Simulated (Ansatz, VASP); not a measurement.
**Two plane-wave programs on InP**

```
In P
1.0
     3.15869    3.15869    0.00000
    -3.15869    3.15869    0.00000
     0.00000    0.00000    5.56489
In P
2 2
Direct
  0.00000 0.00000 0.00000
  0.50000 0.50000 0.50000
  0.50000 0.00000 0.75000
  0.00000 0.50000 0.25000
```

Alike in both runs: task single point; functional PBE; k mesh 8 × 8 × 6; occupations gaussian, width 0.02 eV; no spin polarisation.

|  | VASP | Ansatz |
| --- | --- | --- |
| version | VASP 6.6.1 | Ansatz 0.2.0 |
| potentials or method | VASP PAW PBE potentials, release 64 (In_d, P), cutoff 520 eV | scalar-relativistic, plane waves, PAW |
| valence electrons in the cell | 36 | 36 |

```tsv
	VASP	Ansatz	Ansatz less VASP
gap on the k mesh at the Fermi level (eV)	0.19	0.19	-0.002
least direct gap on the mesh (eV)	0.19	0.19	-0.002
pressure (GPa)	-2.8	-2.8	+0.03
traceless stress, the component that is largest in VASP (GPa)	2.78	2.78	+0.001
```

With one functional, cell and mesh, what is left measures potentials, basis and numerics.
